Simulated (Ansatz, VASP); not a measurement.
# Two plane-wave programs on LiH

Contents of POSCAR:

```
LiH
1.0
    3.1386262190      0.0000000000      0.0000000000
   -1.5693131095      2.7181300386      0.0000000000
    0.0000000000      0.0000000000      4.0690682547
Li H
2 2
Direct
    0.3333333333      0.6666666667      0.2500000000
    0.6666666667      0.3333333333      0.7500000000
    0.6666666667      0.3333333333      0.2500000000
    0.3333333333      0.6666666667      0.7500000000
```

Contents of INCAR.step1:

```
SYSTEM = LiH
  ALGO = Normal
  EDIFF = 1E-5
  ENCUT = 520
  GGA = PE
  ISIF = 2
  ISMEAR = 0
  LASPH = .TRUE.
  LCHARG = .FALSE.
  LREAL = .FALSE.
  LWAVE = .TRUE.
  NBANDS = 12
  NELM = 80
  PREC = Accurate
  SIGMA = 0.01
```

INCAR.step2

```
SYSTEM = LiH
  ALGO = Normal
  EDIFF = 1E-6
  ENCUT = 520
  GGA = PE
  HFSCREEN = 0.2079
  ISIF = 2
  ISMEAR = 0
  ISTART = 1
  LASPH = .TRUE.
  LCHARG = .FALSE.
  LHFCALC = .TRUE.
  LREAL = .FALSE.
  LWAVE = .FALSE.
  NBANDS = 12
  NELM = 80
  PREC = Accurate
  PRECFOCK = Normal
  SIGMA = 0.01
```

Contents of KPOINTS:

```
k-points
0
G
  6 6 4
  0 0 0
```

Input for Ansatz:

```yaml
crystal:
  lattice:
    - [3.138626219, 0.0, 0.0]
    - [-1.5693131095, 2.7181300386, 0.0]
    - [0.0, 0.0, 4.0690682547]
  atoms:
    - { symbol: Li, position: [0.3333333333, 0.6666666667, 0.25] }
    - { symbol: Li, position: [0.6666666667, 0.3333333333, 0.75] }
    - { symbol: H, position: [0.6666666667, 0.3333333333, 0.25] }
    - { symbol: H, position: [0.3333333333, 0.6666666667, 0.75] }
kpoints:
  mp_grid: { grid: [6, 6, 4] }
  band_path:
    path:
      - [0.0, 0.0, 0.0]
      - [0.5, 0.0, 0.0]
      - [0.3333333333, 0.3333333333, 0.0]
      - [0.0, 0.0, 0.5]
      - [0.5, 0.0, 0.5]
      - [0.3333333333, 0.3333333333, 0.5]
    npoints: 1
hamiltonian:
  xc: hse06
scf:
  occupations: { method: fixed }
  n_extra_bands: 5
output:
  forces: true
  stress: true
  eigenvalues: true
  write_density: true
  write_potential: true
  elf: true
  volumetric_format: npy
```

Change from the starting cell: biaxial_xy strain -3.6%.

Alike in both runs: task single point; functional HSE06; k mesh 6 × 6 × 4; no spin polarisation.

|  | VASP | Ansatz |
| --- | --- | --- |
| version | VASP 6.6.1 | Ansatz 0.2.0 |
| potentials or method | VASP PAW PBE potentials, release 64 (Li_sv, H) | plane waves, PAW |
| plane-wave cutoff (eV) | 520 | 420 |
| occupations | gaussian, width 0.01 eV | fixed |
| valence electrons in the cell | 8 | 8 |

|  | VASP | Ansatz | Ansatz less VASP |
| --- | --- | --- | --- |
| gap on the k mesh at the Fermi level (eV) | 2.89 | 2.90 | +0.003 |

Ansatz's warnings: stress exchange threshold loose, stress scf threshold loose.

Noted on VASP's run: the cutoff is short for stress, so the pressure is rough.
